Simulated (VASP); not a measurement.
# Co (Im-3m) in VASP: notebook

Co is run at these levels: PBE; tasks: single point.

All numbers are computed with VASP 6.6.1; they aren't measurements. Logs are shortened: lines on timing, memory, paths and dates and some standing lists are left out, and cuts for length are marked.

### Step 1. The cell of the first run

It takes space group Im-3m (No. 229, cubic). The conventional cell has a = 2.781 Å, b = 2.781 Å, c = 2.781 Å, α = 90.00°, β = 90.00°, γ = 90.00°. Co (site symmetry m-3m) has 14 Co at 2.41 to 2.78 Å within 3.2 Å.

### Step 2. Single point, PBE, collinear spin, ferromagnetic start (volume scaled by 0.97)

The input, INCAR:

```
SYSTEM = Co
  PREC = Accurate
  ENCUT = 520
  EDIFF = 1E-6
  ISMEAR = 0
  SIGMA = 0.1
  LREAL = .False.
  LASPH = .True.
  NELM = 150
  ALGO = Normal
  ISIF = 2
  LWAVE = .False.
  LCHARG = .False.
  ISPIN = 2
  MAGMOM = 1.99
  LORBIT = 11
  LMAXMIX = 4
  GGA = PE
  NBANDS = 14
```

The input, KPOINTS:

```
regular mesh
0
Gamma
  20 20 20
  0 0 0
```

The input, POSCAR:

```
Co
1.0
   -1.3906109304      1.3906109304      1.3906109304
    1.3906109304     -1.3906109304      1.3906109304
    1.3906109304      1.3906109304     -1.3906109304
Co
1
Direct
    0.0000000000      0.0000000000      0.0000000000
```

Potentials or basis: VASP PAW PBE potentials, release 64 (Co).

The run is started by

```bash
$ cat potpaw_PBE.64/Co/POTCAR > POTCAR
$ mpirun -np 1 vasp_std > vasp.out
```

OUTCAR:

```text
SYSTEM = Co
   PREC = Accurate
   ENCUT = 520
   EDIFF = 1E-6
   ISMEAR = 0
   LREAL = .False.
   LASPH = .True.
   NELM = 150
   ISIF = 2
   ISPIN = 2
   LORBIT = 11
   GGA = PE

 ion  position               nearest neighbor table
   1  0.000  0.000  0.000-

  LATTYP: Found a body centered cubic cell.
 ALAT       =     2.7812218608

  Lattice vectors:

 A1 = (  -1.3906109304,   1.3906109304,   1.3906109304)
 A2 = (   1.3906109304,  -1.3906109304,   1.3906109304)
 A3 = (   1.3906109304,   1.3906109304,  -1.3906109304)

Analysis of symmetry for initial positions (statically):
=====================================================================
 Subroutine PRICEL returns:
 Original cell was already a primitive cell.

 Routine SETGRP: Setting up the symmetry group for a
 body centered cubic supercell.

 Subroutine GETGRP returns: Found 48 space group operations
 (whereof 48 operations were pure point group operations)
 out of a pool of 48 trial point group operations.

The static configuration has the point symmetry O_h .

Analysis of symmetry for dynamics (positions and initial velocities):
=====================================================================
 Subroutine PRICEL returns:
 Original cell was already a primitive cell.

 Routine SETGRP: Setting up the symmetry group for a
 body centered cubic supercell.

 Subroutine GETGRP returns: Found 48 space group operations
 (whereof 48 operations were pure point group operations)
 out of a pool of 48 trial point group operations.

The dynamic configuration has the point symmetry O_h .

Analysis of structural, dynamic, and magnetic symmetry:
=====================================================================
 Subroutine PRICEL returns:
 Original cell was already a primitive cell.

 Routine SETGRP: Setting up the symmetry group for a
 body centered cubic supercell.

 Subroutine GETGRP returns: Found 48 space group operations
 (whereof 48 operations were pure point group operations)
 out of a pool of 48 trial point group operations.

The overall configuration has the point symmetry O_h .

 Subroutine INISYM returns: Found 48 space group operations
 (whereof 48 operations are pure point group operations),
 and found     1 'primitive' translations

----------------------------------------------------------------------------------------

                                     Primitive cell

  volume of cell :      10.7566

  direct lattice vectors                    reciprocal lattice vectors
    -1.390610930  1.390610930  1.390610930     0.000000000  0.359554200  0.359554200
     1.390610930 -1.390610930  1.390610930     0.359554200  0.000000000  0.359554200
     1.390610930  1.390610930 -1.390610930     0.359554200  0.359554200  0.000000000

  length of vectors
     2.408608785  2.408608785  2.408608785     0.508486425  0.508486425  0.508486425

  position of ions in fractional coordinates (direct lattice)
     0.000000000  0.000000000  0.000000000

  ion indices of the primitive-cell ions
   primitive index   ion index
                 1           1

----------------------------------------------------------------------------------------

 KPOINTS: regular mesh

Automatic generation of k-mesh.
 Grid dimensions read from file:
 generate k-points for:   20   20   20

 Generating k-lattice:

  Cartesian coordinates                     Fractional coordinates (reciprocal lattice)
     0.000000000  0.017977710  0.017977710     0.050000000  0.000000000  0.000000000
     0.017977710  0.000000000  0.017977710     0.000000000  0.050000000  0.000000000
     0.017977710  0.017977710  0.000000000     0.000000000  0.000000000  0.050000000

  Length of vectors
     0.025424321  0.025424321  0.025424321

  Shift w.r.t. Gamma in fractional coordinates (k-lattice)
     0.000000000  0.000000000  0.000000000

 Subroutine IBZKPT returns following result:
 ===========================================

 Found    256 irreducible k-points:

 Following reciprocal coordinates:
            Coordinates               Weight
  0.000000  0.000000  0.000000      1.000000
  0.050000  0.000000  0.000000     12.000000
  0.100000  0.000000  0.000000     12.000000
  0.150000  0.000000  0.000000     12.000000
  0.200000  0.000000  0.000000     12.000000
  0.250000  0.000000  0.000000     12.000000
[... 16 lines left out ...]
  0.200000  0.100000  0.000000     48.000000
  0.250000  0.100000  0.000000     48.000000
 [... further k-points ...]
   k-points           NKPTS =    256   k-points in BZ     NKDIM =    256   number of bands    NBANDS=     14
   number of dos      NEDOS =    301   number of ions     NIONS =      1
   total plane-waves  NPLWV =   5832
   dimension x,y,z NGX =    18 NGY =   18 NGZ =   18
   dimension x,y,z NGXF=    36 NGYF=   36 NGZF=   36
   ions per type =               1
   NGX,Y,Z   is equivalent  to a cutoff of  12.42, 12.42, 12.42 a.u.
   NGXF,Y,Z  is equivalent  to a cutoff of  24.85, 24.85, 24.85 a.u.
 SYSTEM =  Co
[... 78 lines left out ...]
     10      41.5444      0.00000
     11      41.5444      0.00000
     12      43.5726      0.00000
     13      43.5726      0.00000
     14      43.5726      0.00000

 k-point     2 :       0.0500    0.0000    0.0000
  band No.  band energies     occupation
      1       1.5076      1.00000
      2       7.6432      1.00000
      3       7.6683      1.00000
      4       7.7225      1.00000
      5       8.7662      1.00000
      6       8.7949      1.00000
      7      35.4490      0.00000
      8      36.0494      0.00000
      9      36.1162      0.00000
     10      40.8610      0.00000
     11      41.5120      0.00000
     12      41.7351      0.00000
     13      42.3563      0.00000
     14      44.1014      0.00000
[... 343 lines left out ...]
      1       4.0059      1.00000
      2       7.1510      1.00000
      3       7.3507      1.00000
      4       8.5669      1.00000
      5       8.9259      1.00000
      6       9.0991      1.00000
      7      26.4742      0.00000
      8      29.7248      0.00000
      9      33.4780      0.00000
     10      36.3475      0.00000
     11      40.5752      0.00000
     12      41.5088      0.00000
     13      46.4274      0.00000
     14      47.7407      0.00000

 k-point    24 :       0.2500    0.1000    0.0000
  band No.  band energies     occupation
      1       4.6924      1.00000
      2       6.9973      1.00000
      3       7.4283      1.00000
      4       8.6410      1.00000
      5       8.9775      1.00000
      6       9.5800      1.00000
      7      24.0457      0.00000
      8      28.8356      0.00000
      9      32.3340      0.00000
     10      36.1533      0.00000
     11      40.6019      0.00000
     12      42.0548      0.00000
     13      46.6769      0.00000
     14      48.3447      0.00000

 [... further k-points ...]

 spin component 2

 k-point     1 :       0.0000    0.0000    0.0000
  band No.  band energies     occupation
      1       1.4459      1.00000
      2       9.1823      1.00000
      3       9.1823      1.00000
      4       9.1823      1.00000
      5      11.0665      0.00000
      6      11.0665      0.00000
      7      35.9738      0.00000
      8      35.9738      0.00000
      9      35.9738      0.00000
     10      41.6226      0.00000
     11      41.6226      0.00000
     12      44.1707      0.00000
     13      44.1707      0.00000
     14      44.1709      0.00000

 k-point     2 :       0.0500    0.0000    0.0000
  band No.  band energies     occupation
      1       1.5523      1.00000
      2       9.1513      1.00000
      3       9.1781      1.00000
      4       9.2390      1.00000
      5      11.0329      0.00001
      6      11.0688      0.00000
      7      35.2998      0.00000
      8      35.8402      0.00000
      9      35.9119      0.00000
     10      41.0688      0.00000
     11      41.8606      0.00000
     12      42.3205      0.00000
     13      42.6589      0.00000
     14      44.4420      0.00000
[... 343 lines left out ...]
      1       4.1379      1.00000
      2       8.5790      1.00000
      3       8.7743      1.00000
      4      10.6483      0.88464
      5      10.6870      0.74258
      6      11.2228      0.00000
      7      26.8813      0.00000
      8      29.9779      0.00000
      9      33.8666      0.00000
     10      36.3838      0.00000
     11      40.8282      0.00000
     12      41.8240      0.00000
     13      47.5359      0.00000
     14      48.2993      0.00000

 k-point    24 :       0.2500    0.1000    0.0000
  band No.  band energies     occupation
      1       4.9654      1.00000
      2       8.4017      1.00000
      3       8.7329      1.00000
      4      10.7016      0.67190
      5      11.1020      0.00000
      6      11.3145      0.00000
      7      24.5514      0.00000
      8      29.0958      0.00000
      9      32.6870      0.00000
     10      36.2553      0.00000
     11      40.9217      0.00000
     12      42.3159      0.00000
     13      48.1802      0.00000
     14      50.3550      0.00000

 [... further k-points ...]
[... 5 lines left out ...]
  --------------------------------------------------------------------------------------
  -------------------------------------------------------------------------------------
  Total        0.4017145      0.4017145      0.4017145      0.0000000      0.0000000     -0.0000000
  in kB       59.8344345     59.8344345     59.8344345      0.0000000      0.0000000     -0.0000000
  external PRESSURE =      59.8344345 kB  Pullay stress =       0.0000000 kB

 VOLUME and BASIS-vectors are now :
 -----------------------------------------------------------------------------
  energy-cutoff  :      520.00
  volume of cell :       10.76
      direct lattice vectors                 reciprocal lattice vectors
    -1.390610930  1.390610930  1.390610930     0.000000000  0.359554200  0.359554200
     1.390610930 -1.390610930  1.390610930     0.359554200  0.000000000  0.359554200
     1.390610930  1.390610930 -1.390610930     0.359554200  0.359554200  0.000000000

 POSITION                                       TOTAL-FORCE (eV/Angst)
 -----------------------------------------------------------------------------------
      0.00000      0.00000      0.00000        -0.000000      0.000000      0.000000
 -----------------------------------------------------------------------------------
    total drift:                                0.000000      0.000000      0.000000

  FREE ENERGIE OF THE ION-ELECTRON SYSTEM (eV)
  ---------------------------------------------------
  free  energy   TOTEN  =        -6.9454223016 eV

  energy  without entropy=       -6.9373295418  energy(sigma->0) =       -6.94137592

 total charge

# of ion       s       p       d       tot
------------------------------------------
    1        0.492   0.540   7.252   8.284

 magnetization (x)

# of ion       s       p       d       tot
------------------------------------------
    1       -0.005  -0.047   1.778   1.726
```

Wall time 94 s (1 thread of Intel Xeon 8259CL, shared host); peak memory 0.18 GiB.

Results:

| Property | Result |
| --- | --- |
| Free energy | -6.9454 eV |
| Pressure | 6.0 GPa |
| Net moment | 1.71 μB per cell |
| Site moments | Co +1.73 μB |
| Valence electrons inside the program's atomic spheres | Co 8.28 |

Caveat: the cell differs from its parent crystal (volume scaled by 0.97).

### Step 3. Single point, PBE, collinear spin, ferromagnetic start

This run uses another cell than the first one, of 11.03 Å³/atom, 1.025 times its volume.

The input, INCAR:

```
ALGO = Normal
EDIFF = 1E-6
ENCUT = 520
GGA = PE
ISIF = 2
ISMEAR = 0
ISPIN = 2
LASPH = T
LCHARG = F
LMAXMIX = 4
LORBIT = 11
LREAL = F
LWAVE = F
MAGMOM = 1.99
NBANDS = 14
NELM = 150
PREC = Accurate
SIGMA = 0.1
```

The input, KPOINTS:

```
k-points
0
Gamma
  20 20 20
```

The input, POSCAR:

```
Co
1.0
   -1.4023200000      1.4023200000      1.4023200000
    1.4023200000     -1.4023200000      1.4023200000
    1.4023200000      1.4023200000     -1.4023200000
Co
1
Direct
    0.0000000000      0.0000000000      0.0000000000
```

Potentials or basis: VASP PAW PBE potentials, release 64 (Co).

The run is started by

```bash
$ cat potpaw_PBE.64/Co/POTCAR > POTCAR
$ mpirun -np 1 vasp_std > vasp.out
```

It took 1.7 min on 1 thread of Intel Xeon 8259CL, shared host; peak memory 0.18 GiB.

It converged, with:

```
Free energy                                           : -6.9504 eV
Pressure                                              : 0.3 GPa
Net moment                                            : 1.72 μB per cell
Site moments                                          : Co +1.75 μB
Valence electrons inside the program's atomic spheres : Co 8.23
```

Levels at points of the mesh, in eV from the Fermi level:
Spin up:
```tsv
k point	band 3	band 4	band 5	band 6	band 7	band 8
(0.00, 0.00, 0.00)	-3.03	-3.03	-1.96	-1.96	25.22	25.22
(0.50, 0.00, 0.00)	-1.89	-1.80	-0.60	-0.09	6.33	18.26
(0.50, 0.50, 0.50)	-0.84	-0.84	-0.84	9.41	9.41	9.41
```
Spin down:
```tsv
k point	band 2	band 3	band 4	band 5	band 6	band 7
(0.00, 0.00, 0.00)	-1.50	-1.50	-1.50	0.34	0.34	24.97
(0.50, 0.00, 0.00)	-2.63	-0.10	0.20	0.55	1.17	7.34
(0.50, 0.50, 0.50)	-3.80	0.90	0.90	0.90	9.52	9.52
```

### Step 4. Single point, PBE, collinear spin, ferromagnetic start

This run uses another cell than the first one, of 11.09 Å³/atom, 1.031 times its volume.

The input, INCAR:

```
PREC     = Accurate       # precision mode
ENCUT    = 520            # plane-wave cutoff, eV
EDIFF    = 1E-7           # SCF threshold, eV
ISMEAR   = 0              # smearing method
SIGMA    = 0.1            # smearing width, eV
LREAL    = F              # projectors in reciprocal space
LASPH    = T              # aspherical terms in the spheres
NELM     = 150            # most SCF steps
ALGO     = Fast           # electronic algorithm
ISIF     = 2              # what is computed and relaxed
LWAVE    = F              # write WAVECAR
LCHARG   = F              # write CHGCAR
ISPIN    = 2              # spin polarisation
MAGMOM   = 2.06           # initial moments
LORBIT   = 11             # projections on sites
LMAXMIX  = 4              # l up to which the mixer works
GGA      = PE             # functional
NBANDS   = 14             # bands
```

The input, KPOINTS:

```
Automatic mesh
0
Gamma
  20 20 20
```

The input, POSCAR:

```
Co
1.0
   -1.4048018180      1.4048018180      1.4048018180
    1.4048018180     -1.4048018180      1.4048018180
    1.4048018180      1.4048018180     -1.4048018180
Co
1
Direct
    0.0000000000      0.0000000000      0.0000000000
```

The run is started by

```bash
$ cat potpaw_PBE.64/Co/POTCAR > POTCAR
$ mpirun -np 1 vasp_std > vasp.out
```

Run time: 2.2 min. Hardware: 1 thread of Intel Xeon 8259CL, shared host; peak memory 0.18 GiB.

The run converged. Its results:

```yaml
Free_energy: -6.9503 eV
Pressure: -0.8 GPa
Net_moment: 1.73 μB per cell
Site_moments: Co +1.75 μB
Valence_electrons_inside_the_program's_atomic_spheres: Co 8.22
```

Levels at points of the mesh, in eV from the Fermi level:
Spin up:
| k point | band 1 | band 2 | band 3 | band 4 | band 5 | band 6 | band 7 | band 8 | band 9 | band 10 |
| --- | --- | --- | --- | --- | --- | --- | --- | --- | --- | --- |
| (0.00, 0.00, 0.00) | -9.15 | -3.02 | -3.02 | -3.02 | -1.97 | -1.97 | 25.17 | 25.17 | 25.17 | 30.28 |
| (0.50, 0.00, 0.00) | -5.43 | -3.99 | -1.90 | -1.81 | -0.61 | -0.08 | 6.28 | 18.21 | 19.61 | 23.18 |
| (0.50, 0.50, 0.50) | -5.33 | -5.33 | -0.85 | -0.85 | -0.85 | 9.37 | 9.37 | 9.37 | 15.02 | 15.02 |
Spin down:
| k point | band 1 | band 2 | band 3 | band 4 | band 5 | band 6 | band 7 | band 8 | band 9 |
| --- | --- | --- | --- | --- | --- | --- | --- | --- | --- |
| (0.00, 0.00, 0.00) | -9.11 | -1.49 | -1.49 | -1.49 | 0.34 | 0.34 | 24.92 | 24.92 | 24.92 |
| (0.50, 0.00, 0.00) | -4.39 | -2.61 | -0.10 | 0.20 | 0.55 | 1.16 | 7.29 | 18.21 | 19.95 |
| (0.50, 0.50, 0.50) | -3.77 | -3.77 | 0.89 | 0.89 | 0.89 | 9.48 | 9.48 | 9.48 | 15.78 |

### Step 5. Single point, PBE, collinear spin, ferromagnetic start

This run uses another cell than the first one, of 11.09 Å³/atom, 1.031 times its volume.

The input, INCAR:

```
PREC = Accurate
ENCUT = 520
EDIFF = 1E-6
ISMEAR = 0
SIGMA = 0.1
LREAL = False
LASPH = True
NELM = 150
ALGO = Normal
ISIF = 2
LWAVE = False
LCHARG = True
ISPIN = 2
MAGMOM = 1.99
LORBIT = 11
LMAXMIX = 4
GGA = PE
LELF = True
LVHAR = True
NBANDS = 14
```

The input, KPOINTS:

```
regular mesh
0
Gamma
  20 20 20
```

POSCAR is that of step 4.

The run is started by

```bash
$ cat potpaw_PBE.64/Co/POTCAR > POTCAR
$ mpirun -np 1 vasp_std > vasp.out
```

Wall time 1.8 min (1 thread of Intel Xeon 8259CL, shared host); peak memory 0.18 GiB.

Results (log left out):

* Free energy: -6.9503 eV
* Pressure: -0.8 GPa
* Net moment: 1.73 μB per cell
* Site moments: Co +1.75 μB
* Valence electrons inside the program's atomic spheres: Co 8.22

Levels at points of the mesh, in eV from the Fermi level:
Spin up:
| k point | band 3 | band 4 | band 5 | band 6 | band 7 | band 8 |
| --- | --- | --- | --- | --- | --- | --- |
| (0.00, 0.00, 0.00) | -3.02 | -3.02 | -1.97 | -1.97 | 25.17 | 25.17 |
| (0.50, 0.00, 0.00) | -1.90 | -1.81 | -0.61 | -0.08 | 6.28 | 18.21 |
| (0.50, 0.50, 0.50) | -0.85 | -0.85 | -0.85 | 9.37 | 9.37 | 9.37 |
Spin down:
```
           k point  band 2  band 3  band 4  band 5  band 6  band 7
(0.00, 0.00, 0.00)   -1.49   -1.49   -1.49    0.34    0.34   24.92
(0.50, 0.00, 0.00)   -2.61   -0.10    0.20    0.55    1.16    7.29
(0.50, 0.50, 0.50)   -3.77    0.89    0.89    0.89    9.48    9.48
```

### Step 6. Summary

| cell | gap on the mesh (eV) | pressure (GPa) | moment (μB) |
| --- | --- | --- | --- |
| a = 2.409 Å, angles 109.5°, 1 atom | none | 6.0 | 1.71 |
| a = 2.429 Å, angles 109.5°, 1 atom | none | 0.3 | 1.72 |
| a = 2.433 Å, angles 109.5°, 1 atom | none | -0.8 | 1.73 |

Alike in all rows: task single point; level PBE; potentials or basis VASP PAW PBE potentials, release 64 (Co); spin collinear, ferromagnetic start; k mesh 20 × 20 × 20; cutoff (eV) 520; smearing gaussian 0.1 eV.

Absolute energies hang on the potentials; compare differences alone.
